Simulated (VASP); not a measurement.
# Li2Se (Fm-3m) in VASP: dielectric tensor with LDA

Aim: the dielectric tensor of Li2Se with LDA.

Everything below comes from runs of VASP 6.6.1. Logs are shortened: lines on timing, memory, paths and dates and some standing lists are left out, and cuts for length are marked.

### Step 1. The cell of the first run

It takes space group Fm-3m (No. 225, cubic). Conventional cell: a = 6.005 Å, b = 6.005 Å, c = 6.005 Å, α = 90.00°, β = 90.00°, γ = 90.00°. Li (site symmetry -43m) has 4 Se at 2.60 Å and 6 Li at 3.00 Å within 3.4 Å. Within 3.4 Å of Se (site symmetry m-3m) lie 8 Li at 2.60 Å.

### Step 2. Dielectric tensor, LDA

Input file INCAR:

```
SYSTEM = Li2Se
ALGO = Normal
EDIFF = 1E-8
ENCUT = 650
GGA = CA
GGA_COMPAT = .FALSE.
ISIF = 2
ISMEAR = 0
LASPH = .TRUE.
LCHARG = .FALSE.
LEPSILON = .TRUE.
LREAL = .FALSE.
LWAVE = .FALSE.
NELM = 120
PREC = Accurate
SIGMA = 0.01
```

Input file KPOINTS:

```
k-points
0
G
  6 6 6
  0 0 0
```

Input file POSCAR:

```
Li2Se
1.0
    0.0000000000      3.0025000000      3.0025000000
    3.0025000000      0.0000000000      3.0025000000
    3.0025000000      3.0025000000      0.0000000000
Li Se
2 1
Direct
    0.2500000000      0.2500000000      0.2500000000
    0.7500000000      0.7500000000      0.7500000000
    0.0000000000      0.0000000000      0.0000000000
```

Potentials or basis: VASP PAW LDA potentials, release 64 (Li_sv, Se).

Started as:

```
> cat potpaw_LDA.64/Li_sv/POTCAR potpaw_LDA.64/Se/POTCAR > POTCAR
> mpirun -np 1 vasp_std > vasp.out
```

OUTCAR:

```text
SYSTEM = Li2Se
   EDIFF = 1E-8
   ENCUT = 650
   GGA = CA
   ISIF = 2
   ISMEAR = 0
   LASPH = .TRUE.
   LEPSILON = .TRUE.
   LREAL = .FALSE.
   NELM = 120
   PREC = Accurate

 ion  position               nearest neighbor table
   1  0.250  0.250  0.250-   3 2.60   3 2.60   3 2.60   3 2.60
   2  0.750  0.750  0.750-   3 2.60   3 2.60   3 2.60   3 2.60
   3  0.000  0.000  0.000-   1 2.60   2 2.60   2 2.60   2 2.60   2 2.60   1 2.60   1 2.60   1 2.60

  LATTYP: Found a face centered cubic cell.
 ALAT       =     6.0050000000

  Lattice vectors:

 A1 = (   0.0000000000,   3.0025000000,   3.0025000000)
 A2 = (   3.0025000000,   0.0000000000,   3.0025000000)
 A3 = (   3.0025000000,   3.0025000000,   0.0000000000)

Analysis of symmetry for initial positions (statically):
=====================================================================
 Subroutine PRICEL returns:
 Original cell was already a primitive cell.

 Routine SETGRP: Setting up the symmetry group for a
 face centered cubic supercell.

 Subroutine GETGRP returns: Found 48 space group operations
 (whereof 48 operations were pure point group operations)
 out of a pool of 48 trial point group operations.

The static configuration has the point symmetry O_h .

Analysis of symmetry for dynamics (positions and initial velocities):
=====================================================================
 Subroutine PRICEL returns:
 Original cell was already a primitive cell.

 Routine SETGRP: Setting up the symmetry group for a
 face centered cubic supercell.

 Subroutine GETGRP returns: Found 48 space group operations
 (whereof 48 operations were pure point group operations)
 out of a pool of 48 trial point group operations.

The dynamic configuration has the point symmetry O_h .

 Subroutine INISYM returns: Found 48 space group operations
 (whereof 48 operations are pure point group operations),
 and found     1 'primitive' translations

----------------------------------------------------------------------------------------

                                     Primitive cell

  volume of cell :      54.1351

  direct lattice vectors                    reciprocal lattice vectors
     0.000000000  3.002500000  3.002500000    -0.166527893  0.166527893  0.166527893
     3.002500000  0.000000000  3.002500000     0.166527893 -0.166527893  0.166527893
     3.002500000  3.002500000  0.000000000     0.166527893  0.166527893 -0.166527893

  length of vectors
     4.246176221  4.246176221  4.246176221     0.288434772  0.288434772  0.288434772

  position of ions in fractional coordinates (direct lattice)
     0.250000000  0.250000000  0.250000000
     0.750000000  0.750000000  0.750000000
     0.000000000  0.000000000  0.000000000

  ion indices of the primitive-cell ions
   primitive index   ion index
                 1           1
                 2           2
                 3           3

----------------------------------------------------------------------------------------

 KPOINTS: k-points

Automatic generation of k-mesh.
 Grid dimensions read from file:
 generate k-points for:    6    6    6

 Generating k-lattice:

  Cartesian coordinates                     Fractional coordinates (reciprocal lattice)
    -0.027754649  0.027754649  0.027754649     0.166666667  0.000000000  0.000000000
     0.027754649 -0.027754649  0.027754649     0.000000000  0.166666667  0.000000000
     0.027754649  0.027754649 -0.027754649     0.000000000  0.000000000  0.166666667

  Length of vectors
     0.048072462  0.048072462  0.048072462

  Shift w.r.t. Gamma in fractional coordinates (k-lattice)
     0.000000000  0.000000000  0.000000000

 Subroutine IBZKPT returns following result:
[... 73 lines left out ...]
  energy-cutoff  :      650.00
  volume of cell :       54.14
 maximum number of plane-waves:      2085
   NGX = 17   NGY = 17   NGZ = 17

--------------------------------------- Ionic step        1  -------------------------------------------

 number of electron      11.9999991 magnetization

 E-fermi :   1.0386     XC(G=0):  -8.5375

 val. band max:        0.9744639286   @ k =   0.0000   0.0000   0.0000
 cond. band min:       3.7812088123   @ k =   0.5000   0.5000   0.0000
 fundamental gap:      2.8067448837
 Fermi energy:         1.0385975229

 k-point     1 :       0.0000    0.0000    0.0000
  band No.  band energies     occupation
      1     -42.7513      2.00000
      2     -42.7245      2.00000
      3     -10.4440      2.00000
      4       0.9745      2.00000
      5       0.9745      2.00000
      6       0.9745      2.00000
      7       4.1838      0.00000
      8       6.4438      0.00000
      9       6.4438      0.00000
     10       6.4438      0.00000
[... 183 lines left out ...]
 k-point    16 :      -0.3333    0.5000    0.1667
  band No.  band energies     occupation
      1     -42.7394      2.00000
      2     -42.7349      2.00000
      3      -9.9734      2.00000
      4      -1.1341      2.00000
      5      -0.7487      2.00000
      6      -0.7297      2.00000
      7       5.0767      0.00000
      8       7.9444      0.00000
      9       8.3471      0.00000
     10      10.1247      0.00000

  FORCE on cell =-STRESS in cart. coord.  units (eV):
  Direction    XX          YY          ZZ          XY          YZ          ZX
  --------------------------------------------------------------------------------------
  -------------------------------------------------------------------------------------
  Total       -0.8997039     -0.8997039     -0.8997039      0.0000000      0.0000000      0.0000000
  in kB      -26.6275449    -26.6275449    -26.6275449      0.0000000      0.0000000      0.0000000
  external PRESSURE =     -26.6275449 kB  Pullay stress =       0.0000000 kB

 VOLUME and BASIS-vectors are now :
 -----------------------------------------------------------------------------
  energy-cutoff  :      650.00
  volume of cell :       54.14
      direct lattice vectors                 reciprocal lattice vectors
     0.000000000  3.002500000  3.002500000    -0.166527893  0.166527893  0.166527893
     3.002500000  0.000000000  3.002500000     0.166527893 -0.166527893  0.166527893
     3.002500000  3.002500000  0.000000000     0.166527893  0.166527893 -0.166527893

 POSITION                                       TOTAL-FORCE (eV/Angst)
 -----------------------------------------------------------------------------------
      1.50125      1.50125      1.50125        -0.000000     -0.000000     -0.000000
      4.50375      4.50375      4.50375         0.000000      0.000000      0.000000
      0.00000      0.00000      0.00000        -0.000000     -0.000000      0.000000
 -----------------------------------------------------------------------------------
    total drift:                                0.000000      0.000000      0.000000

  FREE ENERGIE OF THE ION-ELECTRON SYSTEM (eV)
  ---------------------------------------------------
  free  energy   TOTEN  =       -12.1454774129 eV

  energy  without entropy=      -12.1454774129  energy(sigma->0) =      -12.14547741

 HEAD OF MICROSCOPIC STATIC DIELECTRIC TENSOR (INDEPENDENT PARTICLE, excluding Hartree and local field effects)
 ------------------------------------------------------
           4.975714     0.000000    -0.000000
           0.000000     4.975714     0.000000
          -0.000000     0.000000     4.975714
 ------------------------------------------------------

 Free energy of the ion-electron system (eV)
  ---------------------------------------------------
  ---------------------------------------------------
  free energy    TOTEN  =        -0.57073485 eV

  energy without entropy =       -0.57073485

------------------------ aborting loop because EDIFF is reached ----------------------------------------

--------------------------------------- Ionic step        2  -------------------------------------------

------------------------ aborting loop because EDIFF is reached ----------------------------------------

--------------------------------------- Ionic step        3  -------------------------------------------

 Free energy of the ion-electron system (eV)
  ---------------------------------------------------
  ---------------------------------------------------
  free energy    TOTEN  =        -0.57073453 eV

  energy without entropy =       -0.57073453

------------------------ aborting loop because EDIFF is reached ----------------------------------------

 PIEZOELECTRIC TENSOR FIELD DIRECTION 3  (e Angst)
 -----------------------------------------------------------------------------
     0.00023  0.00000  0.00000           (  0.00000  0.00000  0.00000)
     0.00000  0.00023 -0.00000           (  0.00000  0.00000  0.00000)
     0.00000 -0.00000 -0.00180           (  0.00000  0.00000  0.00001)

 PIEZOELECTRIC TENSOR FIELD DIRECTION 3  (C/m^2)
 -----------------------------------------------------------------------------
     0.00007  0.00000  0.00000
     0.00000  0.00007 -0.00000
     0.00000 -0.00000 -0.00053

 MACROSCOPIC STATIC DIELECTRIC TENSOR (including local field effects in DFT)
 ------------------------------------------------------
           4.434072    -0.000000     0.000000
          -0.000000     4.434072     0.000000
          -0.000000    -0.000000     4.434072
 ------------------------------------------------------

 PIEZOELECTRIC TENSOR (including local field effects)  for field in x, y, z        (e  Angst)
          XX          YY          ZZ          XY          YZ          ZX
  --------------------------------------------------------------------------------
  x     0.00000     0.00000     0.00000     0.00000     0.00000     0.00000
  y     0.00000     0.00000     0.00000     0.00000     0.00000     0.00000
  z     0.00000     0.00000     0.00000     0.00000     0.00000     0.00000

 PIEZOELECTRIC TENSOR (including local field effects)  for field in x, y, z        (C/m^2)
          XX          YY          ZZ          XY          YZ          ZX
  --------------------------------------------------------------------------------
  x     0.00000     0.00000     0.00000     0.00000     0.00000     0.00000
  y     0.00000     0.00000     0.00000     0.00000     0.00000     0.00000
  z     0.00000     0.00000     0.00000     0.00000     0.00000     0.00000

 BORN EFFECTIVE CHARGES (including local field effects) (in |e|, cummulative output)
 ---------------------------------------------------------------------------------
 ion    1
    1     0.96039    -0.00000     0.00000
    2    -0.00000     0.96039     0.00000
    3    -0.00000     0.00000     0.96039
 ion    2
    1     0.96039     0.00000     0.00000
    2    -0.00000     0.96039    -0.00000
    3     0.00000    -0.00000     0.96039
 ion    3
    1    -1.92078     0.00000    -0.00000
    2    -0.00000    -1.92078     0.00000
    3     0.00000     0.00000    -1.92078
```

Wall time 2.1 min (1 thread of Intel Xeon 6975P-C (Granite Rapids), shared host); peak memory 0.22 GiB.

What came out:

- Band gap on the k mesh: 2.81 eV, indirect (least direct gap 3.21 eV)
- Electronic dielectric tensor (diagonal): 4.43
- Born charges (mean of the diagonal): Li +0.96; Se -1.92 e

Electronic dielectric tensor:
```
4.43 0.00 0.00
0.00 4.43 0.00
0.00 0.00 4.43
```

Born effective charge tensors (e):
atom 1, Li
```
0.96 0.00 0.00
0.00 0.96 0.00
0.00 0.00 0.96
```
atom 2, Li
```
0.96 0.00 0.00
0.00 0.96 0.00
0.00 0.00 0.96
```
atom 3, Se
```
-1.92  0.00  0.00
 0.00 -1.92  0.00
 0.00  0.00 -1.92
```

A k mesh can miss the band edges.
